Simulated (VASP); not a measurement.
Write the native input for VASP 6.6.1 that does the following.

```
Task                   : single point
Functional             : PBE
Potentials or basis    : VASP PAW PBE potentials, release 64 (In_d, Sb)
Cutoff                 : 520 eV
k mesh                 : 14 × 14 × 8
Occupations            : gaussian, width 0.1 eV
Spin                   : no spin polarisation
Dipole correction      : no
Further INCAR settings : ALGO = Normal; EDIFF = 1e-06; NBANDS = 16
```

The structure of InSb lies in POSCAR:

```
InSb
1.0
    2.9651579866      0.0000000000      0.0000000000
    0.0000000000      2.9651579866      0.0000000000
    0.0000000000      0.0000000000      6.3631495672
In Sb
1 1
Direct
    0.0000000000      0.0000000000      0.0000000000
    0.0000000000      0.0000000000      0.5000000000
```

This cell differs from its parent crystal: strained.

These files were run (other wordings do the same):

INCAR

```
SYSTEM = InSb
  PREC = Accurate
  ENCUT = 520
  EDIFF = 1E-6
  ISMEAR = 0
  SIGMA = 0.1
  LREAL = .FALSE.
  LASPH = .TRUE.
  NELM = 60
  ALGO = Normal
  ISIF = 2
  LWAVE = .FALSE.
  LCHARG = .FALSE.
  GGA = PE
  NBANDS = 16
```

KPOINTS

```
regular mesh
0
G
  14 14 8
  0 0 0
```

Potentials or basis: VASP PAW PBE potentials, release 64 (In_d, Sb).

Command:

```console
$ cat potpaw_PBE.64/In_d/POTCAR potpaw_PBE.64/Sb/POTCAR > POTCAR
$ mpirun -np 1 vasp_std > vasp.out
```

It gave:

```json
{
  "Pressure": "3.8 GPa",
  "Band gap on the k mesh": "zero (band 9 reaches 11.39 eV, above the bottom of band 10 at 5.21 eV)"
}
```

Caveat: the cell differs from its parent crystal (strained); spin-orbit coupling is left out, which moves the levels of the heavy elements.

Run time: 99 s on 1 thread of Intel(R) Xeon(R) Platinum 8259CL CPU @ 2.50GHz (Skylake/Cascade Lake), with other jobs on the host, peak memory 0.3 GiB.
